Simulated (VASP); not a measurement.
# ZnS (Imm2) in VASP: a series of runs, part 2 of 2

VASP 6.6.1. The steps go on from the part before.

## (3) Single point, PBE (strain +0.0300 x Voigt [0, 0, 0, 0, 1, 0])

The input, INCAR:

```
ALGO = Normal ; EDIFF = 1E-6
ENCUT = 520 ; GGA = PE
ISIF = 2 ; ISMEAR = 0
LASPH = True ; LCHARG = False
LREAL = False ; LWAVE = False
NBANDS = 16 ; NELM = 100
PREC = Accurate ; SIGMA = 0.05
```

The input, KPOINTS:

```
k-points
0
Gamma
  8 8 8
```

The input, POSCAR:

```
ZnS
1.0
    0.0408234598      2.7215639840      2.7215639840
    2.7623874438      0.0000000000      2.7623874438
    2.7215639840      2.7215639840      0.0408234598
Zn S
1 1
Direct
    0.0000000000      0.0000000000      0.0000000000
    0.7500000000      0.7500000000      0.7500000000
```

Potentials or basis: VASP PAW PBE potentials, release 64 (Zn, S).

Run with:

```console
> cat potpaw_PBE.64/Zn/POTCAR potpaw_PBE.64/S/POTCAR > POTCAR
> mpirun -np 1 vasp_std > vasp.out
```

OUTCAR:

```text
EDIFF = 1E-6
   ENCUT = 520
   GGA = PE
   ISIF = 2
   ISMEAR = 0
   LASPH = True
   LREAL = False
   NELM = 100
   PREC = Accurate

 ion  position               nearest neighbor table
   1  0.000  0.000  0.000-   2 2.33   2 2.33   2 2.38   2 2.38
   2  0.750  0.750  0.750-   1 2.33   1 2.33   1 2.38   1 2.38

  LATTYP: Found a body centered orthorhombic cell.
 ALAT       =     3.7911396065
 B/A-ratio  =     1.0304568528
 C/A-ratio  =     1.4357498095

  Lattice vectors:

[... 627 lines left out ...]
      3      -4.1566      2.00000
      4      -4.1391      2.00000
      5      -3.8746      2.00000
      6      -3.8301      2.00000
[... 8 lines left out ...]
     15      14.9853      0.00000
     16      17.3193      0.00000

 [... further k-points ...]
[... 5 lines left out ...]
  --------------------------------------------------------------------------------------
  -------------------------------------------------------------------------------------
  Total        0.0673147      0.0588796      0.0673147      0.0000000      0.0000000     -0.4864888
  in kB        2.6756711      2.3403847      2.6756711      0.0000000      0.0000000    -19.3372855
  external PRESSURE =       2.5639089 kB  Pullay stress =       0.0000000 kB

 VOLUME and BASIS-vectors are now :
 -----------------------------------------------------------------------------
  energy-cutoff  :      520.00
  volume of cell :       40.31
      direct lattice vectors                 reciprocal lattice vectors
     0.040823460  2.721563984  2.721563984    -0.186515627  0.183717893  0.186515627
     2.762387444  0.000000000  2.762387444     0.181002850 -0.183717893  0.181002850
     2.721563984  2.721563984  0.040823460     0.186515627  0.183717893 -0.186515627

 POSITION                                       TOTAL-FORCE (eV/Angst)
 -----------------------------------------------------------------------------------
      0.00000      0.00000      0.00000        -0.000000     -0.150361     -0.000000
      4.14358      4.08235      4.14358         0.000000      0.150361      0.000000
 -----------------------------------------------------------------------------------
    total drift:                               -0.000001     -0.000295     -0.000001

  FREE ENERGIE OF THE ION-ELECTRON SYSTEM (eV)
  ---------------------------------------------------
  free  energy   TOTEN  =        -6.8450412673 eV

  energy  without entropy=       -6.8450412673  energy(sigma->0) =       -6.84504127
```

It took 86 s on 1 thread of Intel Xeon 8259CL, shared host; peak memory 0.2 GiB.

Results:

```yaml
Free_energy: -6.8450 eV
Pressure: 0.3 GPa
Largest_force: 0.150 eV/Å
Band_gap_on_the_k_mesh: 1.96 eV
```

Forces on the atoms (eV/Å):
```
Zn   0.000 -0.150  0.000
S    0.000  0.150  0.000
```

Levels at points of the mesh, in eV from the valence-band top:
| k point | band 7 | band 8 | band 9 | band 10 | band 11 | band 12 |
| --- | --- | --- | --- | --- | --- | --- |
| (0.00, 0.00, 0.00) | -0.10 | -0.06 | 0.00 | 1.96 | 6.15 | 6.37 |
| (0.50, 0.00, 0.00) | -5.21 | -0.95 | -0.94 | 3.13 | 6.72 | 6.92 |
| (0.00, 0.50, 0.00) | -5.19 | -0.84 | -0.82 | 3.30 | 6.84 | 7.06 |
| (0.50, 0.50, 0.00) | -4.53 | -2.20 | -2.19 | 3.40 | 4.02 | 10.70 |
| (0.50, 0.00, 0.50) | -4.53 | -2.33 | -2.05 | 3.35 | 4.08 | 10.77 |

Caveat: the cell differs from its parent crystal (strain +0.0300 x Voigt [0, 0, 0, 0, 1, 0]).

## (4) Single point, PBE (strain -0.0200 x Voigt [0, 0, 0, 0, 1, 0])

The input, INCAR:

```
SYSTEM = ZnS
PREC = Accurate ; ENCUT = 520
EDIFF = 1E-6 ; ISMEAR = 0
SIGMA = 0.05 ; LREAL = .False.
LASPH = .True. ; NELM = 80
ALGO = Normal ; ISIF = 2
LWAVE = .False. ; LCHARG = .False.
GGA = PE ; NBANDS = 16
```

The input, KPOINTS:

```
regular mesh
0
Gamma
  8 8 8
  0 0 0
```

The input, POSCAR:

```
ZnS
1.0
   -0.0272156398      2.7215639840      2.7215639840
    2.6943483442      0.0000000000      2.6943483442
    2.7215639840      2.7215639840     -0.0272156398
Zn S
1 1
Direct
    0.0000000000      0.0000000000      0.0000000000
    0.7500000000      0.7500000000      0.7500000000
```

Potentials or basis: VASP PAW PBE potentials, release 64 (Zn, S).

Run with:

```console
> cat potpaw_PBE.64/Zn/POTCAR potpaw_PBE.64/S/POTCAR > POTCAR
> mpirun -np 1 vasp_std > vasp.out
```

OUTCAR:

```text
SYSTEM = ZnS
   PREC = Accurate
   ENCUT = 520
   EDIFF = 1E-6
   ISMEAR = 0
   LREAL = .False.
   LASPH = .True.
   NELM = 80
   ISIF = 2
   GGA = PE

 ion  position               nearest neighbor table
   1  0.000  0.000  0.000-   2 2.34   2 2.34   2 2.37   2 2.37
   2  0.750  0.750  0.750-   1 2.34   1 2.34   1 2.37   1 2.37

  LATTYP: Found a body centered orthorhombic cell.
 ALAT       =     3.8103839701
 B/A-ratio  =     1.0202020202
 C/A-ratio  =     1.4284985478

  Lattice vectors:

 A1 = (   2.7215639840,  -2.7215639840,  -0.0272156398)
 A2 = (  -2.7215639840,  -2.7215639840,   0.0272156398)
 A3 = (   0.0272156398,   2.7215639840,  -2.7215639840)

Analysis of symmetry for initial positions (statically):
=====================================================================
 Subroutine PRICEL returns:
 Original cell was already a primitive cell.

 Routine SETGRP: Setting up the symmetry group for a
 body centered orthorhombic supercell.

 Subroutine GETGRP returns: Found  4 space group operations
 (whereof  4 operations were pure point group operations)
 out of a pool of  8 trial point group operations.
[... 158 lines left out ...]
  ext. energy  EPLUGINS =         0.00000000
  ---------------------------------------------------
  free energy    TOTEN  =        -6.84909447 eV

  energy without entropy =       -6.84909447  energy(sigma->0) =       -6.84909447

 E-fermi :   2.2259     XC(G=0):  -9.5291

 val. band max:        1.9440614857   @ k =   0.0000   0.0000   0.0000
 cond. band min:       3.9253761350   @ k =   0.0000   0.0000   0.0000
 fundamental gap:      1.9813146493
 Fermi energy:         2.2259386656

 k-point     1 :       0.0000    0.0000    0.0000
  band No.  band energies     occupation
      1     -11.0845      2.00000
      2      -4.3556      2.00000
      3      -4.3486      2.00000
      4      -4.3411      2.00000
      5      -3.8755      2.00000
      6      -3.8752      2.00000
[... 433 lines left out ...]
      3      -4.1517      2.00000
      4      -4.1396      2.00000
      5      -3.8769      2.00000
      6      -3.8281      2.00000
[... 8 lines left out ...]
     15      15.0159      0.00000
     16      17.1821      0.00000

 [... further k-points ...]
[... 5 lines left out ...]
  --------------------------------------------------------------------------------------
  -------------------------------------------------------------------------------------
  Total        0.0526443      0.0484632      0.0526443      0.0000000      0.0000000      0.3237459
  in kB        2.0922815      1.9261062      2.0922815      0.0000000      0.0000000     12.8668638
  external PRESSURE =       2.0368897 kB  Pullay stress =       0.0000000 kB

 VOLUME and BASIS-vectors are now :
 -----------------------------------------------------------------------------
  energy-cutoff  :      520.00
  volume of cell :       40.31
      direct lattice vectors                 reciprocal lattice vectors
    -0.027215640  2.721563984  2.721563984    -0.181898904  0.183717893  0.181898904
     2.694348344  0.000000000  2.694348344     0.185573629 -0.183717893  0.185573629
     2.721563984  2.721563984 -0.027215640     0.181898904  0.183717893 -0.181898904

 POSITION                                       TOTAL-FORCE (eV/Angst)
 -----------------------------------------------------------------------------------
      0.00000      0.00000      0.00000         0.000000      0.100023      0.000000
      4.04152      4.08235      4.04152        -0.000000     -0.100023     -0.000000
 -----------------------------------------------------------------------------------
    total drift:                               -0.000007      0.000079     -0.000007

  FREE ENERGIE OF THE ION-ELECTRON SYSTEM (eV)
  ---------------------------------------------------
  free  energy   TOTEN  =        -6.8490944708 eV

  energy  without entropy=       -6.8490944708  energy(sigma->0) =       -6.84909447
```

Wall time 80 s (1 thread of Intel Xeon 8259CL, shared host); peak memory 0.2 GiB.

What came out:

```
Free energy            : -6.8491 eV
Pressure               : 0.2 GPa
Largest force          : 0.100 eV/Å
Band gap on the k mesh : 1.98 eV
```

Forces on the atoms (eV/Å):
```
Zn   0.000  0.100  0.000
S    0.000 -0.100  0.000
```

Stress tensor (GPa, compression positive):
```
0.21 0.00 1.29
0.00 0.19 0.00
1.29 0.00 0.21
```

Caveat: the cell differs from its parent crystal (strain -0.0200 x Voigt [0, 0, 0, 0, 1, 0]).

## (5) Overview

| cell | gap on the mesh (eV) | pressure (GPa) | largest force (eV/Å) |
| --- | --- | --- | --- |
| a = 3.849, b = 3.772 Å, angles 60.7, 61.3, 60.7°, 2 atoms | 1.93 | 0.3 | 0.20 |
| a = 3.849, b = 3.907 Å, angles 59.5, 59.0, 59.5°, 2 atoms | 1.96 | 0.3 | 0.15 |
| a = 3.849, b = 3.810 Å, angles 60.3, 60.7, 60.3°, 2 atoms | 1.98 | 0.2 | 0.10 |

Alike in all rows: task single point; level PBE; potentials or basis VASP PAW PBE potentials, release 64 (Zn, S); no spin polarisation; k mesh 8 × 8 × 8; cutoff (eV) 520; smearing gaussian 0.05 eV.

Absolute energies hang on the potentials; compare differences alone.
